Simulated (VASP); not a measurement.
Here is a VASP 6.6.1 calculation.

Contents of POSCAR:

```
Mg16O16F
1.0
   -4.2543812300      4.2543812300      4.2543812300
    4.2543812300     -4.2543812300      4.2543812300
    4.2543812300      4.2543812300     -4.2543812300
Mg O F
16 16 1
Direct
    0.0033186000      0.0034525800      0.0026579300
   -0.0061278500      0.2470620900      0.7494255500
   -0.0062129700      0.4987224900      0.4977975200
    0.0034211600      0.7519930200      0.2542779000
    0.2469339200     -0.0060083500      0.7493858700
    0.2404071100      0.2405131100      0.4910818700
    0.2469307800      0.4986875000      0.2445646200
    0.2453307100      0.7502916100      0.0009883600
    0.4985541800     -0.0061392800      0.4977805400
    0.4985220900      0.2470388900      0.2444993000
    0.4987162900      0.4988908800      0.0079129500
    0.4984925200      0.7572569700      0.7495093900
    0.7518700000      0.0036409500      0.2543697700
    0.7501683100      0.2455359600      0.0010001200
    0.7569381800      0.4984315500      0.7492888100
    0.7500866400      0.7502038300      0.4962230400
    0.0030905500      0.0032374400      0.5079566800
    0.0030186100      0.2571868300      0.2538765700
   -0.0059204500      0.4986891700      0.0033533000
   -0.0059957300      0.7526063700      0.7494112300
    0.2569805600      0.0031276900      0.2538397700
    0.2445815000      0.2447308100     -0.0090731300
    0.1994126800      0.4987228400      0.7493952300
    0.2446070600      0.7403305900      0.4954887700
    0.4985193000     -0.0057193100      0.0033474300
    0.4985870000      0.1996231100      0.7493348100
    0.4983765600      0.4984624400      0.4500424600
    0.4985291600      0.7526667700      0.2449851900
    0.7524585800     -0.0058156900      0.7494113000
    0.7401480900      0.2447072200      0.4954300200
    0.7525252800      0.4987127600      0.2449700100
    0.7978441600      0.7980895900      0.0489284800
    0.4988476400      0.4990596600      0.7495897500
```

The input INCAR.step1:

```
SYSTEM = Mg16O16F
ALGO     = Normal         ! electronic algorithm
EDIFF    = 1E-5           ! SCF threshold, eV
ENCUT    = 520            ! plane-wave cutoff, eV
GGA      = PE             ! functional
ISIF     = 2              ! what is computed and relaxed
ISMEAR   = -1             ! smearing method
LASPH    = .TRUE.         ! aspherical terms in the spheres
LCHARG   = .FALSE.        ! write CHGCAR
LREAL    = Auto         
LWAVE    = .TRUE.         ! write WAVECAR
NBANDS   = 90             ! bands
NELECT   = 136.0        
NELM     = 80             ! most SCF steps
PREC     = Accurate       ! precision mode
SIGMA    = 0.01           ! smearing width, eV
```

Contents of INCAR.step2:

```
SYSTEM = Mg16O16F
ALGO     = Normal         ! electronic algorithm
EDIFF    = 1E-6           ! SCF threshold, eV
ENCUT    = 520            ! plane-wave cutoff, eV
GGA      = PE             ! functional
HFSCREEN = 0.2079         ! screening, 1/A
ISIF     = 2              ! what is computed and relaxed
ISMEAR   = -1             ! smearing method
ISTART   = 1            
LASPH    = .TRUE.         ! aspherical terms in the spheres
LCHARG   = .FALSE.        ! write CHGCAR
LHFCALC  = .TRUE.         ! exact exchange
LREAL    = Auto         
LWAVE    = .FALSE.        ! write WAVECAR
NBANDS   = 90             ! bands
NELECT   = 136.0        
NELM     = 80             ! most SCF steps
PREC     = Accurate       ! precision mode
PRECFOCK = Fast         
SIGMA    = 0.01           ! smearing width, eV
```

Contents of KPOINTS:

```
Automatic mesh
0
Gamma
  1 1 1
  0.25 0.25 0.25
```

Potentials or basis: VASP PAW PBE potentials, release 64 (Mg, O, F).

Command:

```bash
$ cat potpaw_PBE.64/Mg/POTCAR potpaw_PBE.64/O/POTCAR potpaw_PBE.64/F/POTCAR > POTCAR
$ cp INCAR.step1 INCAR
$ mpirun -np 1 vasp_std > vasp.out
$ cp INCAR.step2 INCAR
$ mpirun -np 1 vasp_std > vasp.out
```

Question: What does it give for the largest force?

Answer: 0.053 eV/Å.

Forces in eV/Å, atoms in the order of the input:
```
Mg   0.005  0.004 -0.044
Mg   0.007 -0.007  0.045
Mg   0.007  0.044 -0.006
Mg   0.005 -0.044  0.004
Mg  -0.005  0.006  0.045
Mg   0.029  0.028  0.027
Mg  -0.005  0.046  0.005
Mg  -0.044 -0.006 -0.006
Mg   0.045  0.005 -0.005
Mg   0.046 -0.004  0.005
Mg  -0.029 -0.030  0.028
Mg  -0.031  0.030 -0.028
Mg  -0.045  0.004  0.004
Mg  -0.006 -0.046 -0.006
Mg   0.033 -0.031 -0.027
Mg  -0.004 -0.005 -0.045
O   -0.005 -0.004 -0.003
O   -0.002 -0.003 -0.003
O   -0.006  0.006  0.004
O   -0.005  0.006  0.006
O   -0.004 -0.001 -0.003
O    0.006  0.005 -0.004
O    0.026 -0.027 -0.027
O    0.003 -0.005  0.004
O    0.005 -0.005  0.004
O   -0.028  0.026 -0.029
O   -0.026 -0.027  0.028
O    0.004  0.003 -0.003
O    0.004 -0.003  0.006
O   -0.005  0.004  0.004
O    0.002  0.004 -0.003
O    0.024  0.026  0.028
F   -0.002  0.000 -0.004
```

Caveat: the k points lie up to 1.04 Å⁻¹ apart; the cell carries a net charge on a neutralising background, which shifts energy and pressure; the PAW data sets were made with another functional, which shifts forces and pressure a little.
